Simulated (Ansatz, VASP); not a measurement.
La2HfO2: VASP beside Ansatz

```
CELL_PARAMETERS angstrom
3.81887 0.00000 0.00000
-1.90943 3.30724 0.00000
0.00000 0.00000 9.58828
ATOMIC_POSITIONS crystal
La 0.66667 0.33333 0.32710
La 0.33333 0.66667 0.67290
Hf 0.00000 0.00000 0.00000
O 0.66667 0.33333 0.59784
O 0.33333 0.66667 0.40216
```

Change from the starting cell: species swapped into the MgAl2Ge2 type (P-3m1, No. 164).

Alike in both runs: functional PBE; k mesh 6 × 6 × 4; occupations gaussian, width 0.1 eV; no spin polarisation.

Ansatz relaxed the structure, and its values are those at the end. VASP's run is a single point on that final structure, the one shown.

|  | VASP | Ansatz |
| --- | --- | --- |
| version | VASP 6.6.1 | Ansatz 0.2.0 |
| potentials or method | VASP PAW PBE potentials, release 64 (La, Hf_pv, O), cutoff 520 eV | scalar-relativistic, plane waves, PAW |
| valence electrons in the cell | 44 | 60 |

|  | VASP | Ansatz | Ansatz less VASP |
| --- | --- | --- | --- |
| gap on the k mesh at the Fermi level (eV) | none | none | - |
| pressure (GPa) | -0.1 | 0.1 | +0.18 |
| rms of the force components (eV/Å) | 0.005 | 0.005 | -0.0004 |

A gap of «none» marks a metal or a gap that the smearing closes. VASP's potentials hold 44 valence electrons a cell and Ansatz's 60, so a difference there can come from the potentials and not from the codes.

Spin-orbit coupling is off throughout.
